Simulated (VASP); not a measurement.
# CoPdO2 (R-3m) in VASP: further runs

The runs below take CoPdO2 through single point, relaxation of cell and atoms, with PBEsol.

Program: VASP 6.6.1. These are calculated values, not measurements. Logs are shortened: lines on timing, memory, paths and dates and some standing lists are left out, and cuts for length are marked.

## (1) The cell of the first run

Symmetry: R-3m, No. 166, trigonal system. Conventional cell: a = 2.845 Å, b = 2.845 Å, c = 17.880 Å, α = 90.00°, β = 90.00°, γ = 120.00°. Within 2.5 Å of Co (site symmetry -3m) lie 6 O at 1.91 Å. Within 2.7 Å of Pd (site symmetry -3m) lie 2 O at 2.01 Å. O (site symmetry 3m) has 3 Co at 1.91 Å and 1 Pd at 2.01 Å within 2.5 Å.

## (2) Single point, PBEsol, collinear spin, ferromagnetic start

Contents of INCAR:

```
SYSTEM = CoPdO2
PREC = Accurate
ENCUT = 520
EDIFF = 1E-7
ISMEAR = 0
SIGMA = 0.1
LREAL = .False.
LASPH = .True.
NELM = 150
ALGO = Normal
ISIF = 2
LWAVE = .False.
LCHARG = .False.
ISPIN = 2
MAGMOM = 3 0 0 0
LORBIT = 11
LMAXMIX = 4
GGA = PS
NBANDS = 28
```

Contents of KPOINTS:

```
Automatic mesh
0
Gamma
  9 9 9
  0 0 0
```

Contents of POSCAR:

```
CoPdO2
1.0
    1.4224995077      0.8212804737      5.9600000000
   -1.4224995077      0.8212804737      5.9600000000
    0.0000000000     -1.6425609474      5.9600000000
Co Pd O
1 1 2
Direct
    0.5000000000      0.5000000000      0.5000000000
    0.0000000000      0.0000000000      0.0000000000
    0.1121500000      0.1121500000      0.1121500000
    0.8878500000      0.8878500000      0.8878500000
```

Potentials or basis: VASP PAW PBE potentials, release 64 (Co, Pd, O).

Run with:

```
$ cat potpaw_PBE.64/Co/POTCAR potpaw_PBE.64/Pd/POTCAR potpaw_PBE.64/O/POTCAR > POTCAR
$ mpirun -np 1 vasp_std > vasp.out
```

OUTCAR:

```text
SYSTEM = CoPdO2
   PREC = Accurate
   ENCUT = 520
   EDIFF = 1E-7
   ISMEAR = 0
   LREAL = .False.
   LASPH = .True.
   NELM = 150
   ISIF = 2
   ISPIN = 2
   LORBIT = 11
   GGA = PS

 ion  position               nearest neighbor table
   1  0.500  0.500  0.500-   3 1.91   3 1.91   4 1.91   4 1.91   3 1.91   4 1.91
   2  0.000  0.000  0.000-   3 2.01   4 2.01
   3  0.112  0.112  0.112-   1 1.91   1 1.91   1 1.91   2 2.01
   4  0.888  0.888  0.888-   1 1.91   1 1.91   1 1.91   2 2.01

  LATTYP: Found a trigonal (rhomboedric) cell.
 ALAT       =     6.1822007785
 COS(alpha) =     0.8941116858

  Lattice vectors:

 A1 = (   1.4224995077,   0.8212804737,   5.9600000000)
 A2 = (  -1.4224995077,   0.8212804737,   5.9600000000)
 A3 = (   0.0000000000,  -1.6425609474,   5.9600000000)

Analysis of symmetry for initial positions (statically):
=====================================================================
 Subroutine PRICEL returns:
 Original cell was already a primitive cell.

 Routine SETGRP: Setting up the symmetry group for a
 trigonal (rhombohedral) supercell.

 Subroutine GETGRP returns: Found 12 space group operations
 (whereof 12 operations were pure point group operations)
 out of a pool of 12 trial point group operations.

The static configuration has the point symmetry D_3d.

Analysis of symmetry for dynamics (positions and initial velocities):
=====================================================================
 Subroutine PRICEL returns:
 Original cell was already a primitive cell.

 Routine SETGRP: Setting up the symmetry group for a
 trigonal (rhombohedral) supercell.

 Subroutine GETGRP returns: Found 12 space group operations
 (whereof 12 operations were pure point group operations)
 out of a pool of 12 trial point group operations.

The dynamic configuration has the point symmetry D_3d.

Analysis of structural, dynamic, and magnetic symmetry:
=====================================================================
 Subroutine PRICEL returns:
 Original cell was already a primitive cell.

 Routine SETGRP: Setting up the symmetry group for a
 trigonal (rhombohedral) supercell.

 Subroutine GETGRP returns: Found 12 space group operations
 (whereof 12 operations were pure point group operations)
 out of a pool of 12 trial point group operations.

The overall configuration has the point symmetry D_3d.

 Subroutine INISYM returns: Found 12 space group operations
 (whereof 12 operations are pure point group operations),
 and found     1 'primitive' translations

----------------------------------------------------------------------------------------

                                     Primitive cell

  volume of cell :      41.7774

  direct lattice vectors                    reciprocal lattice vectors
     1.422499508  0.821280474  5.960000000     0.351493971  0.202935138  0.055928412
    -1.422499508  0.821280474  5.960000000    -0.351493971  0.202935138  0.055928412
     0.000000000 -1.642560947  5.960000000     0.000000000 -0.405870277  0.055928412

  length of vectors
     6.182200779  6.182200779  6.182200779     0.409705588  0.409705588  0.409705588

  position of ions in fractional coordinates (direct lattice)
     0.500000000  0.500000000  0.500000000
     0.000000000  0.000000000  0.000000000
     0.112150000  0.112150000  0.112150000
     0.887850000  0.887850000  0.887850000

  ion indices of the primitive-cell ions
   primitive index   ion index
                 1           1
                 2           2
                 3           3
                 4           4

----------------------------------------------------------------------------------------

 KPOINTS: Automatic mesh

Automatic generation of k-mesh.
 Grid dimensions read from file:
 generate k-points for:    9    9    9

 Generating k-lattice:

  Cartesian coordinates                     Fractional coordinates (reciprocal lattice)
     0.039054886  0.022548349  0.006214268     0.111111111 -0.000000000  0.000000000
    -0.039054886  0.022548349  0.006214268    -0.000000000  0.111111111  0.000000000
     0.000000000 -0.045096697  0.006214268     0.000000000  0.000000000  0.111111111

  Length of vectors
     0.045522843  0.045522843  0.045522843

  Shift w.r.t. Gamma in fractional coordinates (k-lattice)
     0.000000000  0.000000000  0.000000000

 Subroutine IBZKPT returns following result:
 ===========================================

 Found     85 irreducible k-points:

 Following reciprocal coordinates:
            Coordinates               Weight
  0.000000  0.000000  0.000000      1.000000
  0.111111 -0.000000 -0.000000      6.000000
  0.222222 -0.000000 -0.000000      6.000000
  0.333333 -0.000000  0.000000      6.000000
  0.444444 -0.000000 -0.000000      6.000000
  0.111111  0.111111 -0.000000      6.000000
[... 16 lines left out ...]
 -0.333333  0.333333  0.000000      6.000000
  0.444444  0.444444 -0.000000      6.000000
 [... further k-points ...]
   k-points           NKPTS =     85   k-points in BZ     NKDIM =     85   number of bands    NBANDS=     28
   number of dos      NEDOS =    301   number of ions     NIONS =      4
   total plane-waves  NPLWV = 110592
   dimension x,y,z NGX =    48 NGY =   48 NGZ =   48
   dimension x,y,z NGXF=    96 NGYF=   96 NGZF=   96
   ions per type =               1   1   2
   NGX,Y,Z   is equivalent  to a cutoff of  12.91, 12.91, 12.91 a.u.
   NGXF,Y,Z  is equivalent  to a cutoff of  25.82, 25.82, 25.82 a.u.
 SYSTEM =  CoPdO2
   PREC   = accura    normal or accurate (medium, high low for compatibility)
   ISTART =      0    job   : 0-new  1-cont  2-samecut
   ICHARG =      2    charge: 1-file 2-atom 10-const
   ISPIN  =      2    spin polarized calculation?
   LNONCOLLINEAR =      F non collinear calculations
   LSORBIT =      F    spin-orbit coupling
   LASPH  =      T    aspherical Exc in radial PAW
   ENCUT  =  520.0 eV  38.22 Ry    6.18 a.u.  11.49 11.49 11.49*2*pi/ulx,y,z
   NELM   =    150;   NELMIN=  2; NELMDL= -5     # of ELM steps
   EDIFF  = 0.1E-06   stopping-criterion for ELM
   LREAL  =      F    real-space projection
   EDIFFG = 0.1E-05   stopping-criterion for IOM
   NSW    =      0    number of steps for IOM
   IBRION =     -1    ionic relax: 0-MD 1-quasi-New 2-CG
   NFREE  =      0    steps in history (QN), initial steepest desc. (CG)
   ISIF   =      2    stress and relaxation
   ISYM   =      2    0-nonsym 1-usesym 2-fastsym
   POTIM  = 0.5000    time-step for ionic-motion
   TEBEG  =    0.0;   TEEND  =   0.0 temperature during run
   PSTRESS=    0.0 pullay stress
   NELECT =      31.0000    total number of electrons
   NUPDOWN=      -1.0000    fix difference up-down
   EMIN   =  10.00;   EMAX   =-10.00  energy-range for DOS
   EFERMI =   0.00;   METHOD = LEGACY
   ISMEAR =     0;   SIGMA  =   0.10  broadening in eV -4-tet -1-fermi 0-gaus
   EFERMI_NEDOS =   21; number of points for ismear=-14 and -15
   IALGO  =     38    algorithm
   IMIX   =      4    mixing-type and parameters
     AMIX     =   0.40;   BMIX     =  1.00
     AMIX_MAG =   1.60;   BMIX_MAG =  1.00
  volume/ion in A,a.u.               =      10.44        70.48
  Fermi-wavevector in a.u.,A,eV,Ry     =   1.482114  2.800790 29.887410  2.196663
  Thomas-Fermi vector in A             =   2.595941
   LORBIT       =     11    0 simple, 1 ext, 2 COOP (PROOUT), +10 PAW based schemes
   GGA     = PS    functional components
   LHFCALC =     F    Hartree Fock is set to
   AEXX    =    0.0000 exact exchange contribution
   IVDW    =     0    specifies the selected vdW correction
   LEPSILON=     F    determine dielectric tensor
   LRPA    =     F    only Hartree local field effects (RPA)
 spin polarized calculation
 Gauss-broadening in eV      SIGMA  =   0.10
  energy-cutoff  :      520.00
  volume of cell :       41.78
 maximum number of plane-waves:      1143
 NGX is ok and might be reduce to    48
   NGX = 23   NGY = 23   NGZ = 23

 number of electron      30.9999998 magnetization       0.0000503

 number of electron      30.9999998 magnetization      -0.0000296

 Free energy of the ion-electron system (eV)
  ---------------------------------------------------
  ext. energy  EPLUGINS =         0.00000000
  ---------------------------------------------------
  free energy    TOTEN  =       -27.73677881 eV

  energy without entropy =      -27.73124932  energy(sigma->0) =      -27.73401407

 E-fermi :   7.6147     XC(G=0): -12.6545

 val. band max:        7.6124041371   @ k =  -0.4444  -0.4444   0.1111
 cond. band min:       7.6247170371   @ k =  -0.2222  -0.3333   0.1111
 fundamental gap:      0.0123129000
 Fermi energy:         7.6147384553

 spin component 1

 k-point     1 :       0.0000    0.0000    0.0000
  band No.  band energies     occupation
      1     -13.3028      1.00000
      2     -11.4515      1.00000
      3      -1.0343      1.00000
      4       1.5117      1.00000
      5       1.5117      1.00000
      6       2.3946      1.00000
[... 19 lines left out ...]
     26      26.3380      0.00000
     27      28.9531      0.00000

 k-point     2 :       0.1111   -0.0000   -0.0000
  band No.  band energies     occupation
      1     -13.1623      1.00000
      2     -11.4395      1.00000
      3      -0.8762      1.00000
      4       1.1749      1.00000
      5       1.5815      1.00000
      6       2.6200      1.00000
[... 19 lines left out ...]
     26      25.8632      0.00000
     27      28.0725      0.00000

 k-point     3 :       0.2222   -0.0000   -0.0000
  band No.  band energies     occupation
      1     -12.7814      1.00000
      2     -11.4165      1.00000
      3      -0.4710      1.00000
      4       0.6514      1.00000
      5       1.7590      1.00000
      6       2.3374      1.00000
[... 594 lines left out ...]
      1     -11.6434      1.00000
      2     -11.4545      1.00000
      3       0.2522      1.00000
      4       0.6651      1.00000
      5       0.9184      1.00000
      6       1.3911      1.00000
[... 19 lines left out ...]
     26      23.0229      0.00000
     27      24.8869      0.00000

 k-point    24 :       0.4444    0.4444   -0.0000
  band No.  band energies     occupation
      1     -11.8285      1.00000
      2     -11.5298      1.00000
      3      -0.6157      1.00000
      4       0.9316      1.00000
      5       1.0048      1.00000
      6       1.9109      1.00000
[... 19 lines left out ...]
     26      23.0008      0.00000
     27      24.5265      0.00000

 [... further k-points ...]

 spin component 2

 k-point     1 :       0.0000    0.0000    0.0000
  band No.  band energies     occupation
      1     -13.3028      1.00000
      2     -11.4515      1.00000
      3      -1.0343      1.00000
      4       1.5117      1.00000
      5       1.5117      1.00000
      6       2.3946      1.00000
[... 19 lines left out ...]
     26      26.3379      0.00000
     27      28.9531      0.00000

 k-point     2 :       0.1111   -0.0000   -0.0000
  band No.  band energies     occupation
      1     -13.1623      1.00000
      2     -11.4395      1.00000
      3      -0.8762      1.00000
      4       1.1749      1.00000
      5       1.5815      1.00000
      6       2.6200      1.00000
[... 19 lines left out ...]
     26      25.8632      0.00000
     27      28.0724      0.00000

 k-point     3 :       0.2222   -0.0000   -0.0000
  band No.  band energies     occupation
      1     -12.7814      1.00000
      2     -11.4165      1.00000
      3      -0.4710      1.00000
      4       0.6514      1.00000
      5       1.7590      1.00000
      6       2.3374      1.00000
[... 594 lines left out ...]
      1     -11.6434      1.00000
      2     -11.4545      1.00000
      3       0.2522      1.00000
      4       0.6651      1.00000
      5       0.9184      1.00000
      6       1.3911      1.00000
[... 19 lines left out ...]
     26      23.0229      0.00000
     27      24.8868      0.00000

 k-point    24 :       0.4444    0.4444   -0.0000
  band No.  band energies     occupation
      1     -11.8285      1.00000
      2     -11.5298      1.00000
      3      -0.6157      1.00000
      4       0.9316      1.00000
      5       1.0048      1.00000
      6       1.9109      1.00000
[... 19 lines left out ...]
     26      23.0008      0.00000
     27      24.5265      0.00000

 [... further k-points ...]

 [bands above 27 left out]

------------------------ aborting loop because EDIFF is reached ----------------------------------------

  FORCE on cell =-STRESS in cart. coord.  units (eV):
  Direction    XX          YY          ZZ          XY          YZ          ZX
  --------------------------------------------------------------------------------------
  -------------------------------------------------------------------------------------
  Total       -1.9543428     -1.9543428     -2.6384259     -0.0000000      0.0000000      0.0000000
  in kB      -74.9497526    -74.9497526   -101.1845846     -0.0000000      0.0000000      0.0000000
  external PRESSURE =     -83.6946966 kB  Pullay stress =       0.0000000 kB

 VOLUME and BASIS-vectors are now :
 -----------------------------------------------------------------------------
  energy-cutoff  :      520.00
  volume of cell :       41.78
      direct lattice vectors                 reciprocal lattice vectors
     1.422499508  0.821280474  5.960000000     0.351493971  0.202935138  0.055928412
    -1.422499508  0.821280474  5.960000000    -0.351493971  0.202935138  0.055928412
     0.000000000 -1.642560947  5.960000000     0.000000000 -0.405870277  0.055928412

 POSITION                                       TOTAL-FORCE (eV/Angst)
 -----------------------------------------------------------------------------------
      0.00000      0.00000      8.94000        -0.000000      0.000000      0.000000
      0.00000      0.00000      0.00000         0.000000      0.000000      0.000000
      0.00000      0.00000      2.00524         0.000000      0.000000      0.249559
      0.00000      0.00000     15.87476         0.000000      0.000000     -0.249559
 -----------------------------------------------------------------------------------
    total drift:                               -0.000000     -0.000000      0.000000

  FREE ENERGIE OF THE ION-ELECTRON SYSTEM (eV)
  ---------------------------------------------------
  free  energy   TOTEN  =       -27.7367788070 eV

  energy  without entropy=      -27.7312493234  energy(sigma->0) =      -27.73401407

 total charge

# of ion       s       p       d       tot
------------------------------------------
    1        0.427   0.652   7.329   8.409
    2        0.463   0.461   8.439   9.363
    3        1.555   3.410   0.000   4.964
    4        1.555   3.410   0.000   4.964
--------------------------------------------------
tot          4.000   7.933  15.768  27.701

 magnetization (x)

# of ion       s       p       d       tot
------------------------------------------
    1        0.000   0.000  -0.000   0.000
    2       -0.000  -0.000  -0.000  -0.000
    3        0.000   0.000   0.000   0.000
    4        0.000   0.000   0.000   0.000
--------------------------------------------------
tot         -0.000  -0.000  -0.000  -0.000
```

Wall time 7.6 min (1 thread of Intel Xeon 6975P-C (Granite Rapids), shared host); peak memory 0.51 GiB.

What came out:

- Free energy: -27.7368 eV
- Pressure: -8.4 GPa
- Largest force: 0.250 eV/Å
- Net moment: 0.00 μB per cell
- Valence electrons inside the program's atomic spheres: Co 8.41; Pd 9.36; O 4.96

Forces in eV/Å, atoms in the order of the input:
```
Co   0.000  0.000  0.000
Pd   0.000  0.000  0.000
O    0.000  0.000  0.250
O    0.000  0.000 -0.250
```

Stress tensor (GPa, compression positive):
```
 -7.49   0.00   0.00
  0.00  -7.49   0.00
  0.00   0.00 -10.12
```

Levels at points of the mesh, in eV from the Fermi level:
Spin up:
| k point | band 14 | band 15 | band 16 | band 17 | band 18 | band 19 |
| --- | --- | --- | --- | --- | --- | --- |
| (0.00, 0.00, 0.00) | -1.53 | -1.53 | -1.06 | 1.92 | 1.92 | 2.72 |
Spin down:
```
           k point  band 13  band 14  band 15  band 16  band 17  band 18  band 19  band 20
(0.00, 0.00, 0.00)    -1.77    -1.53    -1.53    -1.06     1.92     1.92     2.72     6.18
```

Caveat: the starting moments collapsed, and a magnetic state may lie lower; the PAW data sets were made with another functional, which shifts forces and pressure a little; semilocal functionals often make such compounds metallic where correlation or magnetic order opens a gap, which also shifts bond lengths. With open d or f shells a metallic result of PBEsol can be an artefact of self-interaction; +U or a hybrid may open a gap.

## (3) Single point, PBEsol

This run uses another cell than the first one, of 10.09 Å³/atom, 0.966 times its volume.

Contents of INCAR:

```
SYSTEM = CoPdO2
PREC = Accurate
ENCUT = 520
EDIFF = 1E-6
ISMEAR = 0
SIGMA = 0.1
LREAL = .FALSE.
LASPH = .TRUE.
NELM = 100
ALGO = Normal
ISIF = 2
LWAVE = .FALSE.
LCHARG = .TRUE.
GGA = PS
LELF = .TRUE.
LVHAR = .TRUE.
NBANDS = 24
```

Contents of KPOINTS:

```
regular mesh
0
G
  9 9 9
  0 0 0
```

Contents of POSCAR:

```
CoPdO2
1.0
    1.4073991836      0.8125622975      5.8814634908
   -1.4073991836      0.8125622975      5.8814634908
    0.0000000000     -1.6251245950      5.8814634908
Co Pd O
1 1 2
Direct
    0.5000000000      0.5000000000      0.5000000000
    0.0000000000      0.0000000000      0.0000000000
    0.1125343146      0.1125343146      0.1125343146
    0.8874656854      0.8874656854      0.8874656854
```

Potentials or basis: VASP PAW PBE potentials, release 64 (Co, Pd, O).

Run with:

```
$ cat potpaw_PBE.64/Co/POTCAR potpaw_PBE.64/Pd/POTCAR potpaw_PBE.64/O/POTCAR > POTCAR
$ mpirun -np 1 vasp_std > vasp.out
```

It took 3.5 min on 1 thread of Intel Xeon 6975P-C (Granite Rapids), shared host; peak memory 0.36 GiB.

It converged, with:

| Quantity | Value |
| --- | --- |
| Free energy | -27.7767 eV |
| Pressure | -0.3 GPa |
| Largest force | 0.031 eV/Å |

Forces on the atoms (eV/Å):
```
Co   0.000  0.000  0.000
Pd   0.000  0.000  0.000
O    0.000  0.000 -0.031
O    0.000  0.000  0.031
```

Stress tensor (GPa, compression positive):
```
-0.23  0.00  0.00
 0.00 -0.23  0.00
 0.00  0.00 -0.44
```

Levels at points of the mesh, in eV from the Fermi level:
```tsv
k point	band 12	band 13	band 14	band 15	band 16	band 17	band 18	band 19	band 20	band 21
(0.00, 0.00, 0.00)	-1.91	-1.91	-1.65	-1.65	-1.14	1.99	1.99	2.84	6.16	9.36
```

Caveat: the PAW data sets were made with another functional, which shifts forces and pressure a little; an odd number of electrons without spin polarisation forces a metal; a magnetic or distorted state may lie lower; the run has no spin polarisation, though such a crystal can be magnetic; semilocal functionals often make such compounds metallic where correlation or magnetic order opens a gap, which also shifts bond lengths.

[end of part 1 of 3]
